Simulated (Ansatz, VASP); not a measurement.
# SnO: VASP beside Ansatz

```xyz
4
Lattice="3.8137 0.0000 0.0000 0.0000 3.8137 0.0000 0.0000 0.0000 4.8869" Properties=species:S:1:pos:R:3 pbc="T T T"
Sn    1.9068    0.0000    3.7367
Sn    0.0000    1.9068    1.1503
O     0.0000    0.0000    0.0000
O     1.9068    1.9068    0.0000
```

Alike in both runs: task relaxation of cell and atoms; functional RPBE; k mesh 7 × 7 × 6; occupations fermi-dirac, width 0.05 eV; no spin polarisation.

|  | VASP | Ansatz |
| --- | --- | --- |
| version | VASP 6.6.1 | Ansatz 0.2.0 |
| potentials or method | VASP PAW PBE potentials, release 64 (Sn_d, O) | Ansatz PAW |
| plane-wave cutoff (eV) | 600 | 420 |
| valence electrons in the cell | 40 | 40 |

|  | VASP | Ansatz | Ansatz less VASP |
| --- | --- | --- | --- |
| gap on the k mesh at the Fermi level, each at its own relaxed structure (eV) | 1.32 | 1.58 | +0.266 |
| relaxed volume (Å³/atom) | 20.91 | 21.66 | +0.745 |
| relaxed cell length with the largest relative difference (Å) | 5.463 | 5.659 | +0.1954 |

VASP's potentials were made for PBE, not for RPBE. One of these differences is far larger than is usual between the two programs; its cause wasn't traced.

Noted on VASP's run: the volume moved by over 15 % at a fixed basis, so the end points are rough. Noted on Ansatz's run: the volume moved by over 15 % at a fixed basis, so the end points are rough; odd divisions of the mesh miss points on the zone boundary, where band edges often lie, so the gap on the mesh can be too wide; the plane-wave basis is chosen anew once the cell has moved, so the energies of steps on either side of that aren't comparable.
